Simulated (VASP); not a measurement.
# H4CO in VASP: notebook, part 2 of 2

VASP 6.6.1. Earlier steps stand in the parts before.

### Step 4. Single point, PBE+D3(BJ)

Input file INCAR:

```
SYSTEM = H4CO
  PREC = Accurate
  ENCUT = 520
  EDIFF = 1E-7
  ISMEAR = -1
  SIGMA = 0.02
  LREAL = Auto
  LASPH = .TRUE.
  NELM = 60
  ALGO = Normal
  ISIF = 2
  LWAVE = .FALSE.
  LCHARG = .TRUE.
  GGA = PE
  IVDW = 12
  LELF = .TRUE.
  LVHAR = .TRUE.
  NBANDS = 66
```

Input file KPOINTS:

```
regular mesh
0
G
  1 1 1
  0 0 0
```

Input file POSCAR:

```
H4CO
1.0
    7.5874210000      0.0000000000      0.0000000000
    0.0000000000      7.5874210000      0.0000000000
    0.0000000000      0.0000000000      7.5874210000
H O C
24 6 6
Direct
    0.5717489513      0.3178286799      0.1436192878
    0.5842828545      0.3852033517      0.2257684133
   -0.0036639591      0.6087839333      0.7550655223
   -0.0436248364      0.6860038477      0.8015371758
    0.2483584343      0.3171960538      0.4355366600
    0.3195156826      0.2680752788      0.3770451119
    0.7502549285      0.6541748507      0.4883872926
    0.8291882051      0.6686198117      0.4366437555
    0.4855536552      0.9280228420      0.3198319956
    0.5605857379      0.8859927504      0.2648857893
    0.2050894500      0.8414716937      0.6101019042
    0.2928663112      0.8293068224      0.5931264391
    0.6472686833      0.7615103999      0.9168332692
    0.6729691156      1.0158919612      0.8789943249
    0.9951339197      0.1204888987      0.6407974462
    0.9226718802      0.1322583787      0.4095858132
   -0.0679413993      0.4065544801      0.9005826881
   -0.0939845041      0.1896032921      1.0044519739
    0.2037055806      0.7682188717      0.2978087021
    0.0813715227      0.6254826245      0.1168908381
    0.4615929444      0.5400781109      0.7005015275
    0.5637884072      0.3937306234      0.5357683461
    0.4444856823      0.1070719550      0.9857367872
    0.2048917544      0.0026491215      0.9829031498
    0.8743418877      0.8735511052      1.0133878165
    0.7271113597      0.0550252846      0.5724738353
   -0.0494898069      0.3837140446      1.1655211962
    0.3453610917      0.5918216480      0.1576688574
    0.6800993381      0.4034440688      0.7747164682
    0.2706189626      0.1899723239      0.7852734150
    0.7312366086      0.8828955188      0.9458945273
    0.8854919214      0.0903469044      0.5424240990
   -0.0733846191      0.3289391745      1.0251836559
    0.2063415224      0.6595126328      0.1980383058
    0.5649350418      0.4435762824      0.6692128986
    0.3054133941      0.1035661525      0.9158316113
```

Potentials or basis: VASP PAW PBE potentials, release 64 (H, O, C).

Launch:

```
$ cat potpaw_PBE.64/H/POTCAR potpaw_PBE.64/O/POTCAR potpaw_PBE.64/C/POTCAR > POTCAR
$ mpirun -np 1 vasp_gam > vasp.out
```

OUTCAR:

```text
SYSTEM = H4CO
   PREC = Accurate
   ENCUT = 520
   EDIFF = 1E-7
   ISMEAR = -1
   LREAL = Auto
   LASPH = .TRUE.
   NELM = 60
   ISIF = 2
   GGA = PE
   IVDW = 12
 IVDW          = 12

 ion  position               nearest neighbor table
   1  0.572  0.318  0.144-   2 0.81
   2  0.584  0.385  0.226-   1 0.81
   3  0.996  0.609  0.755-   4 0.75
   4  0.956  0.686  0.802-   3 0.75
   5  0.248  0.317  0.436-   6 0.79
   6  0.320  0.268  0.377-   5 0.79
[... 22 lines left out ...]
  29  0.680  0.403  0.775-  35 1.22
  30  0.271  0.190  0.785-  36 1.22
  31  0.731  0.883  0.946-  13 1.14  25 1.20  14 1.21
  32  0.885  0.090  0.542-  16 1.09  15 1.14  26 1.25
  33  0.927  0.329  0.025-  18 1.08  17 1.11  27 1.16
  34  0.206  0.660  0.198-  19 1.12  20 1.16  28 1.21
  35  0.565  0.444  0.669-  22 1.08  21 1.10  29 1.22
  36  0.305  0.104  0.916-  23 1.18  24 1.19  30 1.22

  LATTYP: Found a simple cubic cell.
 ALAT       =     7.5874210000

  Lattice vectors:

 A1 = (   7.5874210000,   0.0000000000,   0.0000000000)
 A2 = (   0.0000000000,   7.5874210000,   0.0000000000)
 A3 = (   0.0000000000,   0.0000000000,   7.5874210000)

Analysis of symmetry for initial positions (statically):
=====================================================================
 Subroutine PRICEL returns:
 Original cell was already a primitive cell.

 Routine SETGRP: Setting up the symmetry group for a
 simple cubic supercell.

 Subroutine GETGRP returns: Found  1 space group operations
 (whereof  1 operations were pure point group operations)
 out of a pool of 48 trial point group operations.

The static configuration has the point symmetry C_1 .

Analysis of symmetry for dynamics (positions and initial velocities):
[... 174 lines left out ...]
     AMIX     =   0.40;   BMIX     =  1.00
     AMIX_MAG =   1.60;   BMIX_MAG =  1.00
  volume/ion in A,a.u.               =      12.13        81.88
  Fermi-wavevector in a.u.,A,eV,Ry     =   0.944946  1.785689 12.148959  0.892923
  Thomas-Fermi vector in A             =   2.072800
   LORBIT       =      0    0 simple, 1 ext, 2 COOP (PROOUT), +10 PAW based schemes
   GGA     = PE    functional components
   LHFCALC =     F    Hartree Fock is set to
   AEXX    =    0.0000 exact exchange contribution
   IVDW    =    12    specifies the selected vdW correction
   LEPSILON=     F    determine dielectric tensor
   LRPA    =     F    only Hartree local field effects (RPA)
 non-spin polarized calculation
  energy-cutoff  :      520.00
  volume of cell :      436.80
 maximum number of plane-waves:      5877
   NGX = 29   NGY = 29   NGZ = 29

 number of electron      83.9999998 magnetization

 Free energy of the ion-electron system (eV)
  ---------------------------------------------------
  ext. energy  EPLUGINS =         0.00000000
  ---------------------------------------------------
  free energy    TOTEN  =      -172.61645971 eV

  energy without entropy =     -172.61645971  energy(sigma->0) =     -172.61645971

 E-fermi :  -2.1152     XC(G=0):  -6.3750

 val. band max:       -2.6915144938   @ k =   0.0000   0.0000   0.0000
 cond. band min:      -0.2079200528   @ k =   0.0000   0.0000   0.0000
 fundamental gap:      2.4835944410
 Fermi energy:        -2.1151511153

 k-point     1 :       0.0000    0.0000    0.0000
  band No.  band energies     occupation
      1     -24.4219      2.00000
      2     -24.2483      2.00000
      3     -24.1709      2.00000
      4     -23.6181      2.00000
      5     -23.5128      2.00000
      6     -23.2455      2.00000
[... 46 lines left out ...]
     53       3.6777      0.00000
     54       3.9663      0.00000
 [bands above 54 left out]

------------------------ aborting loop because EDIFF is reached ----------------------------------------

 Edisp (eV)   -1.29939

 E8    (eV) :    -0.2843

  FORCE on cell =-STRESS in cart. coord.  units (eV):
  Direction    XX          YY          ZZ          XY          YZ          ZX
  --------------------------------------------------------------------------------------
  -------------------------------------------------------------------------------------
  Total      -2.19288     0.00744     4.41776    -0.97624     3.89606    -0.68787
  in kB      -8.04348     0.02730    16.20431    -3.58083    14.29069    -2.52309
  external pressure =        2.73 kB  Pullay stress =        0.00 kB

 VOLUME and BASIS-vectors are now :
 -----------------------------------------------------------------------------
  energy-cutoff  :      520.00
  volume of cell :      436.80
      direct lattice vectors                 reciprocal lattice vectors
     7.587421000  0.000000000  0.000000000     0.131797089  0.000000000  0.000000000
     0.000000000  7.587421000  0.000000000     0.000000000  0.131797089  0.000000000
     0.000000000  0.000000000  7.587421000     0.000000000  0.000000000  0.131797089

 POSITION                                       TOTAL-FORCE (eV/Angst)
 -----------------------------------------------------------------------------------
      4.33810      2.41150      1.08970         0.192113      0.942910      1.283249
      4.43320      2.92270      1.71300        -0.178982     -1.073159     -1.273599
      7.55962      4.61910      5.72900         0.066750     -0.005184     -0.137953
      7.25642      5.20500      6.08160         0.123153     -0.019951     -0.046041
      1.88440      2.40670      3.30460         0.783946     -0.625820     -0.665663
      2.42430      2.03400      2.86080        -0.838803      0.558166      0.672673
[... 28 lines left out ...]
      4.28640      3.36560      5.07760         0.590278      0.131068      0.656082
      2.31730      0.78580      6.94880         0.297667     -1.090545      1.206680
 -----------------------------------------------------------------------------------
    total drift:                               -0.008237      0.007999      0.030922

  FREE ENERGIE OF THE ION-ELECTRON SYSTEM (eV)
  ---------------------------------------------------
  free  energy   TOTEN  =      -173.9158508615 eV

  energy  without entropy=     -173.9158508615  energy(sigma->0) =     -173.91585086
```

stdout:

```text
POSCAR found type information on POSCAR H O C
 POSCAR found :  3 types and      36 ions
 scaLAPACK will be used
 LDA part: xc-table for (Slater+PW92), standard interpolation
 POSCAR, INCAR and KPOINTS ok, starting setup
 FFT: planning ... GRIDC
 FFT: planning ... GRID_SOFT
 FFT: planning ... GRID
 WAVECAR not read
 entering main loop
```

It took 31 s on 1 thread of Intel Xeon 6975P-C (Granite Rapids), shared host; peak memory 0.4 GiB.

What came out:

- Free energy: -173.9159 eV
- Pressure: 0.3 GPa
- Largest force: 6.016 eV/Å
- Band gap on the k mesh: 2.48 eV
- Dispersion energy per atom: -0.036 eV

Forces on the atoms (eV/Å):
```
H    0.192  0.943  1.283
H   -0.179 -1.073 -1.274
H    0.067 -0.005 -0.138
H    0.123 -0.020 -0.046
H    0.784 -0.626 -0.666
H   -0.839  0.558  0.673
H   -0.709 -0.067  0.440
H    0.750  0.105 -0.556
H    0.558 -0.234 -0.414
H   -0.610  0.262  0.411
H   -2.685  0.339  0.555
H    2.735 -0.360 -0.525
H    0.342  0.459  0.428
H    0.879 -1.596  1.183
H   -0.839 -0.764  0.062
H    0.203 -0.272 -0.733
H    0.123  0.125  0.294
H   -0.424 -1.245 -0.264
H   -0.321 -0.217  0.115
H    0.928  0.552  1.200
H   -0.391  0.245  0.280
H   -0.033 -0.506 -0.741
H   -1.439  0.179 -0.772
H    0.994  1.239 -0.867
O    0.807  0.216  0.695
O    2.464 -0.019  0.088
O    0.698  2.250  5.536
O    0.600 -0.305  0.076
O   -0.531  0.047 -0.221
O    0.030 -0.181  0.481
C   -2.042  1.012 -2.147
C   -1.831  1.061  0.537
C   -0.203 -1.568 -5.298
C   -1.087  0.426 -1.540
C    0.590  0.131  0.656
C    0.298 -1.091  1.207
```

Caveat: the k points lie up to 0.83 Å⁻¹ apart.

### Step 5. Single point, PBE+D3(BJ)

Input file INCAR:

```
PREC = Accurate
ENCUT = 520
EDIFF = 1E-7
ISMEAR = -1
SIGMA = 0.02
LREAL = Auto
LASPH = True
NELM = 60
ALGO = Normal
ISIF = 2
LWAVE = False
LCHARG = False
GGA = PE
IVDW = 12
NBANDS = 66
```

Input file KPOINTS:

```
Automatic mesh
0
Gamma
  1 1 1
```

Input file POSCAR:

```
H4CO
1.0
    7.5874210000      0.0000000000      0.0000000000
    0.0000000000      7.5874210000      0.0000000000
    0.0000000000      0.0000000000      7.5874210000
H O C
24 6 6
Direct
    0.5811329041      0.2794625473      0.0677173443
    0.6454894226      0.3112915443      0.1315071353
    0.0444815175      0.6348402178      0.6276572764
   -0.0039011938      0.5515576373      0.6216341495
    0.2845630946      0.1847531592      0.3973418636
    0.2384472932      0.1011542657      0.3973023245
    0.7580441365      0.6661815655      0.4075956771
    0.8553499272      0.6657466351      0.4268907709
    0.4223437714      0.8593170196      0.4836821365
    0.5132046844      0.8288323529      0.4887563244
    0.3671207911      0.7576882843      0.7202974502
    0.2860260423      0.7439154885      0.7740047639
    0.6453971646      0.7972405907      1.0151802569
    0.7344788170      0.8703088968      1.2132844612
    0.9271134421      0.0188733431      0.6661552061
    0.9053010239      0.1368976362      0.4523407888
    0.0134564828      0.4242284697      0.9335056009
   -0.0650155040      0.2098209655      1.0232594185
    0.0885940032      0.6360000322      0.2409382582
    0.1466506208      0.7704726020      0.0558424266
    0.4118000042      0.4560574667      0.6721387939
    0.5729219454      0.3061909969      0.5371126764
    0.3498026536      0.0266889105      0.9261249639
    0.1030389641      0.0477500853      0.9117722610
    0.8854392026      0.8873897995      0.9917730939
    0.6775820137      0.0518621545      0.5834525328
   -0.0415951613      0.4115100506      1.1909843938
    0.3462045931      0.6233475116      0.1661961291
    0.6754996197      0.4384889147      0.7482384331
    0.2528658947      0.2488724430      0.8296758543
    0.7518496733      0.8591193239      1.0693225010
    0.8338670017      0.0664652719      0.5620355059
   -0.0394864078      0.3507647724      1.0481031697
    0.1945720423      0.6713611911      0.1475336613
    0.5492775477      0.4027982631      0.6506822279
    0.2329908937      0.1015760164      0.8983948564
```

Launch:

```
$ cat potpaw_PBE.64/H/POTCAR potpaw_PBE.64/O/POTCAR potpaw_PBE.64/C/POTCAR > POTCAR
$ mpirun -np 1 vasp_gam > vasp.out
```

It took 28 s on 1 thread of Intel Xeon 6975P-C (Granite Rapids), shared host; peak memory 0.39 GiB.

Results (log left out):

```yaml
Free_energy: -173.9383 eV
Pressure: 2.5 GPa
Largest_force: 3.693 eV/Å
Band_gap_on_the_k_mesh: 2.53 eV
Dispersion_energy_per_atom: -0.036 eV
```

Forces on the atoms (eV/Å):
```
H   -0.565 -0.252 -0.503
H    0.355  0.181  0.572
H    0.408  0.518  0.107
H   -0.261 -0.556  0.047
H    0.444  0.867 -0.023
H   -0.475 -0.848 -0.021
H    0.056  0.011 -0.003
H   -0.258 -0.001 -0.062
H   -0.682  0.116 -0.208
H    0.576 -0.286 -0.064
H    0.080  0.038  0.013
H   -0.167 -0.067  0.171
H   -2.829 -1.328 -1.967
H    0.333  0.672  0.431
H   -0.059 -0.188 -0.113
H   -0.663 -0.141 -0.164
H   -0.355  0.132 -0.242
H   -0.481 -0.240 -0.067
H    0.227 -0.206  0.133
H    0.216  0.327 -1.149
H    0.758 -0.086 -0.136
H   -0.529  0.723  0.648
H    0.753 -0.850  0.645
H   -0.789 -0.684  0.392
O    2.124  0.847 -1.258
O   -0.927 -0.045 -0.339
O   -0.772  0.933  3.488
O    0.382 -0.180 -0.431
O   -1.194 -0.105 -0.719
O   -0.303 -0.919  0.615
C    0.057 -0.205  2.666
C    2.004  0.370  0.686
C    1.043 -1.167 -3.192
C   -0.196  0.606  1.635
C    0.978 -0.181  0.161
C    0.710  2.196 -1.748
```

Stress tensor (GPa, compression positive):
```
3.21 1.04 0.03
1.04 1.95 0.52
0.03 0.52 2.29
```

Levels at points of the mesh, in eV from the valence-band top:
```csv
k point,band 39,band 40,band 41,band 42,band 43,band 44,band 45,band 46
"(0.00, 0.00, 0.00)",-0.72,-0.64,-0.07,0.00,2.53,2.75,2.88,3.17
```

Caveat: the k points lie up to 0.83 Å⁻¹ apart.
